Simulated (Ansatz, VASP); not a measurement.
# One calculation of ScAl4, two programs

```xyz
5
Lattice="4.6867 -2.0013 -0.0260 4.6867 2.0013 -0.0260 -4.6995 0.0000 4.7595" Properties=species:S:1:pos:R:3 pbc="T T T"
Sc   -2.3498    0.0000    2.3798
Al    3.2945    0.0000    4.2507
Al    0.4607    0.0000    3.3528
Al    4.2133    0.0000    1.3548
Al    1.3795    0.0000    0.4569
```

Alike in both runs: functional PBE; k mesh 6 × 6 × 4; occupations gaussian, width 0.1 eV; no spin polarisation.

Ansatz relaxed the structure, and its values are those at the end. VASP's run is a single point on that final structure, the one shown.

|  | VASP | Ansatz |
| --- | --- | --- |
| version | VASP 6.6.1 | Ansatz 0.2.0 |
| potentials or method | VASP PAW PBE potentials, release 64 (Sc_sv, Al), cutoff 520 eV | scalar-relativistic, plane waves, PAW |
| valence electrons in the cell | 23 | 23 |

|  | VASP | Ansatz | Ansatz less VASP |
| --- | --- | --- | --- |
| gap on the k mesh at the Fermi level (eV) | none | none | - |
| pressure (GPa) | -0.1 | -0.1 | -0.01 |
| rms of the force components (eV/Å) | 0.011 | 0.013 | +0.0023 |

A gap of «none» marks a metal or a gap that the smearing closes. The functional is the same, so the differences come from potentials, cutoffs and numerics.
